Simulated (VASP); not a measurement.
# Ni (Fm-3m) in VASP: notebook

Runs on Ni. Level: LDA. Tasks: single point, relaxation of volume and atoms at fixed shape.

All numbers are computed with VASP 6.6.1; they aren't measurements. Logs are shortened: lines on timing, memory, paths and dates and some standing lists are left out, and cuts for length are marked.

**1. The cell of the first run**

Symmetry: Fm-3m, No. 225, cubic system. The conventional cell has a = 3.423 Å, b = 3.423 Å, c = 3.423 Å, α = 90.00°, β = 90.00°, γ = 90.00°. Within 3.2 Å of Ni (site symmetry m-3m) lie 12 Ni at 2.42 Å.

**2. Single point, LDA, collinear spin, ferromagnetic start**

Contents of INCAR:

```
PREC = Accurate
ENCUT = 520
EDIFF = 1E-7
ISMEAR = 1
SIGMA = 0.1
LREAL = False
LASPH = True
NELM = 150
ALGO = Normal
ISIF = 2
LWAVE = False
LCHARG = False
ISPIN = 2
MAGMOM = 0.65
LORBIT = 11
LMAXMIX = 4
GGA = CA
NBANDS = 15
```

Contents of KPOINTS:

```
regular mesh
0
Gamma
  18 18 18
```

Contents of POSCAR:

```
Ni
1.0
    0.0000000000      1.7116353518      1.7116353518
    1.7116353518      0.0000000000      1.7116353518
    1.7116353518      1.7116353518      0.0000000000
Ni
1
Direct
    0.0000000000      0.0000000000      0.0000000000
```

Potentials or basis: VASP PAW LDA potentials, release 64 (Ni).

Run with:

```console
> cat potpaw_LDA.64/Ni/POTCAR > POTCAR
> mpirun -np 1 vasp_std > vasp.out
```

OUTCAR:

```text
PREC = Accurate
   ENCUT = 520
   EDIFF = 1E-7
   ISMEAR = 1
   LREAL = False
   LASPH = True
   NELM = 150
   ISIF = 2
   ISPIN = 2
   LORBIT = 11
   GGA = CA

 ion  position               nearest neighbor table
   1  0.000  0.000  0.000-

  LATTYP: Found a face centered cubic cell.
 ALAT       =     3.4232707036

  Lattice vectors:

 A1 = (   0.0000000000,   1.7116353518,   1.7116353518)
 A2 = (   1.7116353518,   0.0000000000,   1.7116353518)
 A3 = (   1.7116353518,   1.7116353518,   0.0000000000)

Analysis of symmetry for initial positions (statically):
=====================================================================
 Subroutine PRICEL returns:
 Original cell was already a primitive cell.

 Routine SETGRP: Setting up the symmetry group for a
 face centered cubic supercell.

 Subroutine GETGRP returns: Found 48 space group operations
 (whereof 48 operations were pure point group operations)
 out of a pool of 48 trial point group operations.

The static configuration has the point symmetry O_h .

Analysis of symmetry for dynamics (positions and initial velocities):
=====================================================================
 Subroutine PRICEL returns:
 Original cell was already a primitive cell.

 Routine SETGRP: Setting up the symmetry group for a
 face centered cubic supercell.

 Subroutine GETGRP returns: Found 48 space group operations
 (whereof 48 operations were pure point group operations)
 out of a pool of 48 trial point group operations.

The dynamic configuration has the point symmetry O_h .

Analysis of structural, dynamic, and magnetic symmetry:
=====================================================================
 Subroutine PRICEL returns:
 Original cell was already a primitive cell.

 Routine SETGRP: Setting up the symmetry group for a
 face centered cubic supercell.

 Subroutine GETGRP returns: Found 48 space group operations
 (whereof 48 operations were pure point group operations)
 out of a pool of 48 trial point group operations.

The overall configuration has the point symmetry O_h .

 Subroutine INISYM returns: Found 48 space group operations
 (whereof 48 operations are pure point group operations),
 and found     1 'primitive' translations

----------------------------------------------------------------------------------------

                                     Primitive cell

  volume of cell :      10.0291

  direct lattice vectors                    reciprocal lattice vectors
     0.000000000  1.711635352  1.711635352    -0.292118295  0.292118295  0.292118295
     1.711635352  0.000000000  1.711635352     0.292118295 -0.292118295  0.292118295
     1.711635352  1.711635352  0.000000000     0.292118295  0.292118295 -0.292118295

  length of vectors
     2.420617928  2.420617928  2.420617928     0.505963728  0.505963728  0.505963728

  position of ions in fractional coordinates (direct lattice)
     0.000000000  0.000000000  0.000000000

  ion indices of the primitive-cell ions
   primitive index   ion index
                 1           1

----------------------------------------------------------------------------------------

 KPOINTS: regular mesh

Automatic generation of k-mesh.
 Grid dimensions read from file:
 generate k-points for:   18   18   18

 Generating k-lattice:

  Cartesian coordinates                     Fractional coordinates (reciprocal lattice)
    -0.016228794  0.016228794  0.016228794     0.055555556  0.000000000  0.000000000
     0.016228794 -0.016228794  0.016228794     0.000000000  0.055555556  0.000000000
     0.016228794  0.016228794 -0.016228794     0.000000000  0.000000000  0.055555556

  Length of vectors
     0.028109096  0.028109096  0.028109096

  Shift w.r.t. Gamma in fractional coordinates (k-lattice)
     0.000000000  0.000000000  0.000000000

 Subroutine IBZKPT returns following result:
 ===========================================

 Found    195 irreducible k-points:

 Following reciprocal coordinates:
            Coordinates               Weight
  0.000000  0.000000  0.000000      1.000000
  0.055556  0.000000  0.000000      8.000000
  0.111111  0.000000  0.000000      8.000000
  0.166667  0.000000  0.000000      8.000000
  0.222222  0.000000  0.000000      8.000000
  0.277778  0.000000  0.000000      8.000000
[... 16 lines left out ...]
 -0.277778  0.055556  0.000000     24.000000
 -0.222222  0.055556  0.000000     24.000000
 [... further k-points ...]
   k-points           NKPTS =    195   k-points in BZ     NKDIM =    195   number of bands    NBANDS=     15
   number of dos      NEDOS =    301   number of ions     NIONS =      1
   total plane-waves  NPLWV =   5832
   dimension x,y,z NGX =    18 NGY =   18 NGZ =   18
   dimension x,y,z NGXF=    36 NGYF=   36 NGZF=   36
   ions per type =               1
   NGX,Y,Z   is equivalent  to a cutoff of  12.36, 12.36, 12.36 a.u.
   NGXF,Y,Z  is equivalent  to a cutoff of  24.72, 24.72, 24.72 a.u.
 SYSTEM =  unknown system
   PREC   = accura    normal or accurate (medium, high low for compatibility)
   ISTART =      0    job   : 0-new  1-cont  2-samecut
   ICHARG =      2    charge: 1-file 2-atom 10-const
   ISPIN  =      2    spin polarized calculation?
   LNONCOLLINEAR =      F non collinear calculations
   LSORBIT =      F    spin-orbit coupling
   LASPH  =      T    aspherical Exc in radial PAW
   ENCUT  =  520.0 eV  38.22 Ry    6.18 a.u.   4.50  4.50  4.50*2*pi/ulx,y,z
   NELM   =    150;   NELMIN=  2; NELMDL= -5     # of ELM steps
   EDIFF  = 0.1E-06   stopping-criterion for ELM
   LREAL  =      F    real-space projection
   EDIFFG = 0.1E-05   stopping-criterion for IOM
   NSW    =      0    number of steps for IOM
   IBRION =     -1    ionic relax: 0-MD 1-quasi-New 2-CG
   NFREE  =      0    steps in history (QN), initial steepest desc. (CG)
   ISIF   =      2    stress and relaxation
   ISYM   =      2    0-nonsym 1-usesym 2-fastsym
   POTIM  = 0.5000    time-step for ionic-motion
   TEBEG  =    0.0;   TEEND  =   0.0 temperature during run
   PSTRESS=    0.0 pullay stress
   NELECT =      10.0000    total number of electrons
   NUPDOWN=      -1.0000    fix difference up-down
   EMIN   =  10.00;   EMAX   =-10.00  energy-range for DOS
   EFERMI =   0.00;   METHOD = LEGACY
   ISMEAR =     1;   SIGMA  =   0.10  broadening in eV -4-tet -1-fermi 0-gaus
   EFERMI_NEDOS =   21; number of points for ismear=-14 and -15
   IALGO  =     38    algorithm
   IMIX   =      4    mixing-type and parameters
     AMIX     =   0.40;   BMIX     =  1.00
     AMIX_MAG =   1.60;   BMIX_MAG =  1.00
  volume/ion in A,a.u.               =      10.03        67.68
  Fermi-wavevector in a.u.,A,eV,Ry     =   1.635511  3.090668 36.394192  2.674898
  Thomas-Fermi vector in A             =   2.726972
   LORBIT       =     11    0 simple, 1 ext, 2 COOP (PROOUT), +10 PAW based schemes
   GGA     = CA    functional components
   LHFCALC =     F    Hartree Fock is set to
   AEXX    =    0.0000 exact exchange contribution
   IVDW    =     0    specifies the selected vdW correction
   LEPSILON=     F    determine dielectric tensor
   LRPA    =     F    only Hartree local field effects (RPA)
 spin polarized calculation
 Methfessel and Paxton  Order N= 1 SIGMA  =   0.10
  energy-cutoff  :      520.00
  volume of cell :       10.03
 maximum number of plane-waves:       283
 NGX is ok and might be reduce to    18
   NGX =  9   NGY =  9   NGZ =  9

 number of electron      10.0000000 magnetization       0.6500000

 number of electron       9.9999991 magnetization       0.5998994

 Free energy of the ion-electron system (eV)
  ---------------------------------------------------
  ext. energy  EPLUGINS =         0.00000000
  ---------------------------------------------------
  free energy    TOTEN  =        -6.58068686 eV

  energy without entropy =       -6.58095660  energy(sigma->0) =       -6.58077677

 E-fermi :  10.2357     XC(G=0): -14.1023

 val. band max:       10.2300461812   @ k =   0.4444   0.2222   0.0556
 cond. band min:      10.2391201247   @ k =  -0.3333   0.2778   0.1111
 fundamental gap:      0.0090739435
 Fermi energy:        10.2357176043

 spin component 1

 k-point     1 :       0.0000    0.0000    0.0000
  band No.  band energies     occupation
      1       0.6736      1.00000
      2       7.6630      1.00000
      3       7.6630      1.00000
      4       7.6630      1.00000
      5       8.9637      1.00000
      6       8.9637      1.00000
      7      34.6962      0.00000
      8      39.1050      0.00000
      9      39.1050      0.00000
     10      39.1050      0.00000
     11      42.3689      0.00000
     12      42.3689      0.00000
     13      42.3689      0.00000
     14      45.3348      0.00000
     15      52.2844      0.00000
[... 397 lines left out ...]
 k-point    24 :      -0.2222    0.0556    0.0000
  band No.  band energies     occupation
      1       2.9759      1.00000
      2       7.2317      1.00000
      3       7.9097      1.00000
      4       7.9644      1.00000
      5       8.8565      1.00000
      6       9.2176      1.00000
      7      26.1031      0.00000
      8      33.3138      0.00000
      9      36.8331      0.00000
     10      39.1742      0.00000
     11      41.5803      0.00000
     12      41.8187      0.00000
     13      46.4165      0.00000
     14      47.7112      0.00000
     15      50.8237      0.00000

 [... further k-points ...]

 spin component 2

 k-point     1 :       0.0000    0.0000    0.0000
  band No.  band energies     occupation
      1       0.7234      1.00000
      2       8.2775      1.00000
      3       8.2775      1.00000
      4       8.2775      1.00000
      5       9.5243      1.00000
      6       9.5243      1.00000
      7      34.6907      0.00000
      8      39.1548      0.00000
      9      39.1548      0.00000
     10      39.1548      0.00000
     11      42.5447      0.00000
     12      42.5447      0.00000
     13      42.5447      0.00000
     14      45.3207      0.00000
     15      52.4802      0.00000
[... 397 lines left out ...]
 k-point    24 :      -0.2222    0.0556    0.0000
  band No.  band energies     occupation
      1       3.0470      1.00000
      2       7.7773      1.00000
      3       8.4964      1.00000
      4       8.5612      1.00000
      5       9.4375      1.00000
      6       9.8109      1.00000
      7      26.2891      0.00000
      8      33.4034      0.00000
      9      36.8964      0.00000
     10      39.3085      0.00000
     11      41.6933      0.00000
     12      41.8830      0.00000
     13      46.4912      0.00000
     14      47.8668      0.00000
     15      51.0533      0.00000

 [... further k-points ...]
[... 5 lines left out ...]
  --------------------------------------------------------------------------------------
  -------------------------------------------------------------------------------------
  Total       -0.0092888     -0.0092888     -0.0092888      0.0000000      0.0000000     -0.0000000
  in kB       -1.4839062     -1.4839062     -1.4839062      0.0000000      0.0000000     -0.0000000
  external PRESSURE =      -1.4839062 kB  Pullay stress =       0.0000000 kB

 VOLUME and BASIS-vectors are now :
 -----------------------------------------------------------------------------
  energy-cutoff  :      520.00
  volume of cell :       10.03
      direct lattice vectors                 reciprocal lattice vectors
     0.000000000  1.711635352  1.711635352    -0.292118295  0.292118295  0.292118295
     1.711635352  0.000000000  1.711635352     0.292118295 -0.292118295  0.292118295
     1.711635352  1.711635352  0.000000000     0.292118295  0.292118295 -0.292118295

 POSITION                                       TOTAL-FORCE (eV/Angst)
 -----------------------------------------------------------------------------------
      0.00000      0.00000      0.00000        -0.000000     -0.000000     -0.000000
 -----------------------------------------------------------------------------------
    total drift:                                0.000000     -0.000000      0.000000

  FREE ENERGIE OF THE ION-ELECTRON SYSTEM (eV)
  ---------------------------------------------------
  free  energy   TOTEN  =        -6.5806868615 eV

  energy  without entropy=       -6.5809565967  energy(sigma->0) =       -6.58077677

 total charge

# of ion       s       p       d       tot
------------------------------------------
    1        0.536   0.573   8.367   9.476

 magnetization (x)

# of ion       s       p       d       tot
------------------------------------------
    1       -0.004  -0.018   0.621   0.599
```

Run time: 2.4 min. Hardware: 1 thread of Intel Xeon 8259CL, shared host; peak memory 0.12 GiB.

Results:

| Item | Value |
| --- | --- |
| Free energy | -6.5807 eV |
| Pressure | -0.1 GPa |
| Net moment | 0.60 μB per cell |
| Site moments | Ni +0.60 μB |
| Valence electrons inside the program's atomic spheres | Ni 9.48 |

Levels at points of the mesh, in eV from the Fermi level:
Spin up:
```tsv
k point	band 2	band 3	band 4	band 5	band 6	band 7	band 8	band 9
(0.00, 0.00, 0.00)	-2.57	-2.57	-2.57	-1.27	-1.27	24.46	28.87	28.87
(0.50, 0.00, 0.00)	-2.58	-2.58	-0.49	-0.49	-0.41	6.32	22.94	26.01
(0.50, 0.50, 0.00)	-4.59	-0.46	-0.32	-0.32	2.50	10.03	15.54	15.54
```
Spin down:
| k point | band 1 | band 2 | band 3 | band 4 | band 5 | band 6 | band 7 | band 8 | band 9 | band 10 |
| --- | --- | --- | --- | --- | --- | --- | --- | --- | --- | --- |
| (0.00, 0.00, 0.00) | -9.51 | -1.96 | -1.96 | -1.96 | -0.71 | -0.71 | 24.45 | 28.92 | 28.92 | 28.92 |
| (0.50, 0.00, 0.00) | -4.88 | -2.03 | -2.03 | -0.37 | 0.16 | 0.16 | 6.71 | 22.93 | 26.13 | 26.13 |
| (0.50, 0.50, 0.00) | -4.78 | -4.08 | 0.13 | 0.39 | 0.39 | 2.56 | 10.32 | 15.62 | 15.62 | 21.12 |

**3. Relaxation of volume and atoms at fixed shape, LDA, collinear spin, ferromagnetic start**

This run uses another cell than the first one, of 10.94 Å³/atom.

Contents of INCAR:

```
PREC = Accurate ; ENCUT = 600
EDIFF = 1E-6 ; ISMEAR = 1
SIGMA = 0.1 ; LREAL = False
LASPH = True ; NELM = 150
ALGO = Normal ; ISIF = 8
LWAVE = False ; LCHARG = False
ISPIN = 2 ; MAGMOM = 0.65
LORBIT = 11 ; LMAXMIX = 4
IBRION = 2 ; NSW = 80
EDIFFG = -0.02
```

Contents of KPOINTS:

```
Automatic mesh
0
Gamma
  18 18 18
```

Contents of POSCAR:

```
Ni
1.0
    0.0000000000      1.7620000000      1.7620000000
    1.7620000000      0.0000000000      1.7620000000
    1.7620000000      1.7620000000      0.0000000000
Ni
1
Direct
    0.0000000000      0.0000000000      0.0000000000
```

Potentials or basis: VASP PAW LDA potentials, release 64 (Ni).

Run with:

```console
> cat potpaw_LDA.64/Ni/POTCAR > POTCAR
> mpirun -np 1 vasp_std > vasp.out
```

It took 4.7 min on 1 thread of Intel Xeon 8259CL, shared host; peak memory 0.13 GiB.

It converged, with:

```
Free energy                                           : -6.5811 eV
Relaxed volume                                        : 10.02 Å³/atom
Relaxed cell                                          : a = 2.420 Å, b = 2.420 Å, c = 2.420 Å, α = 60.00°, β = 60.00°, γ = 60.00°
Space group after relaxing (to 0.1 Å)                 : Fm-3m (No. 225)
Energy gained by relaxing                             : 56.5 meV/atom
Ionic steps                                           : 4
Pressure after relaxing                               : 0.0 GPa
Net moment                                            : 0.60 μB per cell
Site moments                                          : Ni +0.60 μB
Valence electrons inside the program's atomic spheres : Ni 9.48
```

Step by step:
```csv
step,energy change (eV),largest force (eV/Å),pressure (GPa),volume (Å³)
1,0.0000,0.0000,-18.03,10.94
2,0.0236,0.0000,30.86,9.11
3,-0.0564,0.0000,-0.40,10.04
4,-0.0565,0.0000,0.01,10.02
```

Final structure:
```
Ni
1.0
     0.00000    1.71110    1.71110
     1.71110    0.00000    1.71110
     1.71110    1.71110    0.00000
Ni
1
Direct
  0.00000 0.00000 0.00000
```

Levels at points of the mesh, in eV from the Fermi level:
Spin up:
```tsv
k point	band 1	band 2	band 3	band 4	band 5	band 6	band 7	band 8	band 9
(0.00, 0.00, 0.00)	-9.57	-2.58	-2.58	-2.58	-1.27	-1.27	24.47	28.88	28.88
(0.50, 0.00, 0.00)	-5.27	-2.58	-2.58	-0.49	-0.49	-0.41	6.33	22.95	26.02
(0.50, 0.50, 0.00)	-5.13	-4.59	-0.46	-0.32	-0.32	2.51	10.04	15.55	15.55
```
Spin down:
```
           k point  band 2  band 3  band 4  band 5  band 6  band 7  band 8  band 9
(0.00, 0.00, 0.00)   -1.96   -1.96   -1.96   -0.71   -0.71   24.46   28.93   28.93
(0.50, 0.00, 0.00)   -2.04   -2.04   -0.37    0.16    0.16    6.72   22.94   26.15
(0.50, 0.50, 0.00)   -4.08    0.13    0.39    0.39    2.57   10.33   15.63   15.63
```
